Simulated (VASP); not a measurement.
TiClF: relaxation of shape and atoms at fixed volume with PBE

TiClF:

```
CELL_PARAMETERS angstrom
3.05361 0.00000 0.00000
-1.52680 2.64450 0.00000
0.00000 0.00000 12.76994
ATOMIC_POSITIONS crystal
Ti 0.33333 0.66667 0.47691
Ti 0.66667 0.33333 0.97691
Cl 0.00000 0.00000 0.10305
Cl 0.00000 0.00000 0.60305
F 0.00000 0.00000 0.38155
F 0.00000 0.00000 0.88155
```

This cell differs from its parent crystal: volume scaled by 0.94.

```json
{
 "Program": "VASP 6.6.1",
 "Task": "relaxation of shape and atoms at fixed volume",
 "Functional": "PBE",
 "Potentials or basis": "VASP PAW PBE potentials, release 64 (Ti_sv, Cl, F)",
 "Cutoff": "600 eV",
 "k mesh": "12 × 12 × 2",
 "Occupations": "gaussian, width 0.02 eV",
 "Spin": "no spin polarisation",
 "Dipole correction": "no",
 "Further INCAR settings": "ALGO = Normal; EDIFF = 1e-06; IBRION = 2; EDIFFG = -0.01; NSW = 50; ISIF = 4"
}
```

```json
{
  "Energy gained by relaxing": "4.9 meV/atom",
  "Ionic steps": "7",
  "Pressure after relaxing": "0.4 GPa",
  "Largest force after relaxing": "0.006 eV/Å",
  "Band gap on the k mesh": "1.11 eV, indirect (least direct gap 1.25 eV)"
}
```

Forces on the atoms (eV/Å):
```
Ti   0.000  0.000 -0.006
Ti   0.000  0.000 -0.006
Cl   0.000  0.000  0.000
Cl   0.000  0.000  0.000
F    0.000  0.000  0.006
F    0.000  0.000  0.006
```

Step by step:
```csv
step,energy change (eV),largest force (eV/Å),pressure (GPa),volume (Å³)
1,0.0000,0.3404,3.13,103.12
2,-0.0149,0.1447,2.17,103.12
3,-0.0184,0.0438,1.44,103.12
4,-0.0264,0.0420,0.94,103.12
5,-0.0288,0.1202,0.49,103.12
6,-0.0291,0.0806,0.36,103.12
7,-0.0296,0.0056,0.43,103.12
```

Final structure:
```
CELL_PARAMETERS angstrom
3.08273 0.00000 0.00000
-1.54137 2.66972 0.00000
0.00000 0.00000 12.52979
ATOMIC_POSITIONS crystal
Ti 0.33333 0.66667 0.47670
Ti 0.66667 0.33333 0.97670
Cl 0.00000 0.00000 0.10669
Cl 0.00000 0.00000 0.60669
F 0.00000 0.00000 0.37812
F 0.00000 0.00000 0.87812
```

Levels at points of the mesh, in eV from the valence-band top:
| k point | band 24 | band 25 | band 26 | band 27 | band 28 | band 29 |
| --- | --- | --- | --- | --- | --- | --- |
| (0.00, 0.00, 0.00) | -3.35 | -0.25 | -0.04 | 1.20 | 1.20 | 1.22 |
| (0.50, 0.00, 0.00) | -4.23 | -0.78 | -0.76 | 1.86 | 1.90 | 2.04 |
| (0.00, 0.00, 0.50) | -3.35 | -0.14 | -0.14 | 1.21 | 1.21 | 1.21 |
| (0.50, 0.00, 0.50) | -4.23 | -0.77 | -0.77 | 1.88 | 1.88 | 2.07 |

Wall time 10 min on 1 thread of Intel Xeon 6975P-C, on a shared host, peak memory 0.33 GiB.

Caveat: the cell differs from its parent crystal (volume scaled by 0.94); this functional lacks dispersion, which binds the layers, so the pressure and a relaxed spacing across them are unreliable. A k mesh can miss the band edges.
